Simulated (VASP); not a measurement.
# Cr (Im-3m) in VASP: further runs, part 3 of 3

VASP 6.6.1.

## (5) Single point, PBE

INCAR reads:

```
SYSTEM = Cr
PREC = Accurate
ENCUT = 520
EDIFF = 1E-6
ISMEAR = 1
SIGMA = 0.03
LREAL = .FALSE.
LASPH = .TRUE.
NELM = 80
ALGO = Normal
ISIF = 2
LWAVE = .FALSE.
LCHARG = .FALSE.
GGA = PE
NBANDS = 12
```

KPOINTS reads:

```
regular mesh
0
G
  15 15 15
  0 0 0
```

POSCAR reads:

```
Cr
1.0
   -1.4243177237      1.4243177237      1.4243177237
    1.4243177237     -1.4243177237      1.4243177237
    1.4243177237      1.4243177237     -1.4243177237
Cr
1
Direct
    0.0000000000      0.0000000000      0.0000000000
```

On the command line:

```
> cat potpaw_PBE.64/Cr_pv/POTCAR > POTCAR
> mpirun -np 1 vasp_std > vasp.out
```

Run time: 9.9 s. Hardware: 1 thread of Intel Xeon 6975P-C, shared host; peak memory 0.13 GiB.

Results (log left out):

| Quantity | Value |
| --- | --- |
| Free energy | -9.5087 eV |
| Pressure | -0.9 GPa |
| Band gap on the k mesh | zero (band 6 reaches 13.30 eV, above the bottom of band 7 at 10.07 eV) |

Levels at points of the mesh, in eV from the Fermi level:
| k point | band 3 | band 4 | band 5 | band 6 | band 7 | band 8 | band 9 | band 10 |
| --- | --- | --- | --- | --- | --- | --- | --- | --- |
| (0.00, 0.00, 0.00) | -42.73 | -7.88 | -0.92 | -0.92 | -0.92 | 1.13 | 1.13 | 7.12 |

Caveat: the run has no spin polarisation, though such a crystal can be magnetic.

## (6) Single point, PBE

INCAR reads:

```
SYSTEM = Cr
PREC = Accurate ; ENCUT = 520
EDIFF = 1E-7 ; ISMEAR = 1
SIGMA = 0.1 ; LREAL = .FALSE.
LASPH = .TRUE. ; NELM = 60
ALGO = Normal ; ISIF = 2
LWAVE = .FALSE. ; LCHARG = .FALSE.
GGA = PE ; NBANDS = 12
```

KPOINTS reads:

```
Automatic mesh
0
G
  15 15 15
  0 0 0
```

POSCAR is that of step 5.

Potentials or basis: VASP PAW PBE potentials, release 64 (Cr_pv).

On the command line:

```
> cat potpaw_PBE.64/Cr_pv/POTCAR > POTCAR
> mpirun -np 1 vasp_std > vasp.out
```

OUTCAR:

```text
SYSTEM = Cr
   PREC = Accurate
   ENCUT = 520
   EDIFF = 1E-7
   ISMEAR = 1
   LREAL = .FALSE.
   LASPH = .TRUE.
   NELM = 60
   ISIF = 2
   GGA = PE

 ion  position               nearest neighbor table
   1  0.000  0.000  0.000-

  LATTYP: Found a body centered cubic cell.
 ALAT       =     2.8486354474

  Lattice vectors:

 A1 = (  -1.4243177237,   1.4243177237,   1.4243177237)
 A2 = (   1.4243177237,  -1.4243177237,   1.4243177237)
 A3 = (   1.4243177237,   1.4243177237,  -1.4243177237)

Analysis of symmetry for initial positions (statically):
=====================================================================
 Subroutine PRICEL returns:
 Original cell was already a primitive cell.

 Routine SETGRP: Setting up the symmetry group for a
 body centered cubic supercell.

 Subroutine GETGRP returns: Found 48 space group operations
 (whereof 48 operations were pure point group operations)
 out of a pool of 48 trial point group operations.

The static configuration has the point symmetry O_h .

Analysis of symmetry for dynamics (positions and initial velocities):
=====================================================================
 Subroutine PRICEL returns:
 Original cell was already a primitive cell.

 Routine SETGRP: Setting up the symmetry group for a
 body centered cubic supercell.

 Subroutine GETGRP returns: Found 48 space group operations
 (whereof 48 operations were pure point group operations)
 out of a pool of 48 trial point group operations.

The dynamic configuration has the point symmetry O_h .

 Subroutine INISYM returns: Found 48 space group operations
 (whereof 48 operations are pure point group operations),
 and found     1 'primitive' translations

----------------------------------------------------------------------------------------

                                     Primitive cell

  volume of cell :      11.5579
[... 107 lines left out ...]
     AMIX_MAG =   1.60;   BMIX_MAG =  1.00
  volume/ion in A,a.u.               =      11.56        78.00
  Fermi-wavevector in a.u.,A,eV,Ry     =   1.657709  3.132616 37.388811  2.748000
  Thomas-Fermi vector in A             =   2.745415
   LORBIT       =      0    0 simple, 1 ext, 2 COOP (PROOUT), +10 PAW based schemes
   GGA     = PE    functional components
   LHFCALC =     F    Hartree Fock is set to
   AEXX    =    0.0000 exact exchange contribution
   IVDW    =     0    specifies the selected vdW correction
   LEPSILON=     F    determine dielectric tensor
   LRPA    =     F    only Hartree local field effects (RPA)
 non-spin polarized calculation
 Methfessel and Paxton  Order N= 1 SIGMA  =   0.10
  energy-cutoff  :      520.00
  volume of cell :       11.56
 maximum number of plane-waves:       324
   NGX =  9   NGY =  9   NGZ =  9

 number of electron      11.9999993 magnetization

 Free energy of the ion-electron system (eV)
  ---------------------------------------------------
  ext. energy  EPLUGINS =         0.00000000
  ---------------------------------------------------
  free energy    TOTEN  =        -9.50925838 eV

  energy without entropy =       -9.50831463  energy(sigma->0) =       -9.50894379

 E-fermi :  10.9771     XC(G=0): -13.6681

 val. band max:       10.9570199106   @ k =  -0.3333   0.4000   0.2667
 cond. band min:      10.9815889620   @ k =   0.0667   0.0667   0.0667
 fundamental gap:      0.0245690513
 Fermi energy:        10.9770597230

 k-point     1 :       0.0000    0.0000    0.0000
  band No.  band energies     occupation
      1     -31.7459      2.00000
      2     -31.7459      2.00000
      3     -31.7459      2.00000
      4       3.1095      2.00000
      5      10.0663      2.00000
      6      10.0663      2.00000
      7      10.0663      2.00000
      8      12.1195     -0.00000
      9      12.1195     -0.00000
     10      18.0959      0.00000
     11      33.2599      0.00000
     12      33.2599      0.00000
[... 331 lines left out ...]
 k-point    24 :       0.4000    0.2000    0.0000
  band No.  band energies     occupation
      1     -32.5465      2.00000
      2     -32.1630      2.00000
      3     -31.8369      2.00000
      4       7.4307      2.00000
      5       8.6199      2.00000
      6       9.8474      2.00000
      7      12.0700     -0.00000
      8      12.7122     -0.00000
      9      16.6753      0.00000
     10      18.0888      0.00000
     11      20.8039      0.00000
     12      24.8660      0.00000

 [... further k-points ...]
[... 5 lines left out ...]
  --------------------------------------------------------------------------------------
  -------------------------------------------------------------------------------------
  Total       -0.0606581     -0.0606581     -0.0606581      0.0000000     -0.0000000      0.0000000
  in kB       -8.4085040     -8.4085040     -8.4085040      0.0000000     -0.0000000      0.0000000
  external PRESSURE =      -8.4085040 kB  Pullay stress =       0.0000000 kB

 VOLUME and BASIS-vectors are now :
 -----------------------------------------------------------------------------
  energy-cutoff  :      520.00
  volume of cell :       11.56
      direct lattice vectors                 reciprocal lattice vectors
    -1.424317724  1.424317724  1.424317724     0.000000000  0.351045270  0.351045270
     1.424317724 -1.424317724  1.424317724     0.351045270  0.000000000  0.351045270
     1.424317724  1.424317724 -1.424317724     0.351045270  0.351045270  0.000000000

 POSITION                                       TOTAL-FORCE (eV/Angst)
 -----------------------------------------------------------------------------------
      0.00000      0.00000      0.00000         0.000000     -0.000000      0.000000
 -----------------------------------------------------------------------------------
    total drift:                                0.000000      0.000000      0.000000

  FREE ENERGIE OF THE ION-ELECTRON SYSTEM (eV)
  ---------------------------------------------------
  free  energy   TOTEN  =        -9.5092583770 eV

  energy  without entropy=       -9.5083146252  energy(sigma->0) =       -9.50894379
```

OSZICAR:

```text
N       E                     dE             d eps       ncg     rms          rms(c)
DAV:   1     0.792397970524E+02    0.79240E+02   -0.71520E+03  2928   0.120E+03
DAV:   2    -0.996583294898E+01   -0.89206E+02   -0.85864E+02  2952   0.295E+02
DAV:   3    -0.111823622926E+02   -0.12165E+01   -0.12063E+01  3240   0.412E+01
DAV:   4    -0.111887154533E+02   -0.63532E-02   -0.63530E-02  3020   0.296E+00
DAV:   5    -0.111887897666E+02   -0.74313E-04   -0.74313E-04  3156   0.298E-01    0.129E+01
DAV:   6    -0.953575968756E+01    0.16530E+01   -0.43612E+00  3024   0.354E+01    0.201E+00
DAV:   7    -0.951918859347E+01    0.16571E-01   -0.56897E-02  2936   0.326E+00    0.106E+00
DAV:   8    -0.950960267791E+01    0.95859E-02   -0.28430E-03  3168   0.861E-01    0.191E-01
DAV:   9    -0.950925362234E+01    0.34906E-03   -0.90133E-04  2952   0.486E-01    0.549E-02
DAV:  10    -0.950926664429E+01   -0.13022E-04   -0.41181E-05  3040   0.859E-02    0.141E-02
DAV:  11    -0.950925837160E+01    0.82727E-05   -0.41460E-06  2960   0.353E-02    0.132E-03
DAV:  12    -0.950925837702E+01   -0.54235E-08   -0.11149E-08  1776   0.158E-03
   1 F= -.95092584E+01 E0= -.95089438E+01  d E =-.943752E-03
```

stdout:

```text
POSCAR found type information on POSCAR Cr
 POSCAR found :  1 types and       1 ions
 scaLAPACK will be used
 LDA part: xc-table for (Slater+PW92), standard interpolation
 POSCAR, INCAR and KPOINTS ok, starting setup
 FFT: planning ... GRIDC
 FFT: planning ... GRID_SOFT
 FFT: planning ... GRID
 WAVECAR not read
 entering main loop
```

Wall time 10 s (1 thread of Intel Xeon 6975P-C, shared host); peak memory 0.13 GiB.

What came out:

| Item | Value |
| --- | --- |
| Free energy | -9.5093 eV |
| Pressure | -0.8 GPa |
| Band gap on the k mesh | zero (band 6 reaches 13.29 eV, above the bottom of band 7 at 10.07 eV) |

Levels at points of the mesh, in eV from the Fermi level:
```
           k point  band 2  band 3  band 4  band 5  band 6  band 7  band 8  band 9  band 10  band 11
(0.00, 0.00, 0.00)  -42.72  -42.72   -7.87   -0.91   -0.91   -0.91    1.14    1.14     7.12    22.28
```

Caveat: the run has no spin polarisation, though such a crystal can be magnetic.

## (7) Overview

```csv
smearing,gap on the mesh (eV),pressure (GPa)
methfessel-paxton 0.3 eV,none,-0.7
methfessel-paxton 0.6 eV,none,-1.2
methfessel-paxton 1 eV,none,-2.9
methfessel-paxton 0.03 eV,none,-0.9
methfessel-paxton 0.1 eV,none,-0.8
```

Alike in all rows: task single point; level PBE; potentials or basis VASP PAW PBE potentials, release 64 (Cr_pv); no spin polarisation; cell as given; k mesh 15 × 15 × 15; cutoff (eV) 520.

Every run on the cell as given and a fine mesh finds a metal.

Caveats: the run has no spin polarisation, though such a crystal can be magnetic.

Absolute energies hang on the potentials; compare differences alone.
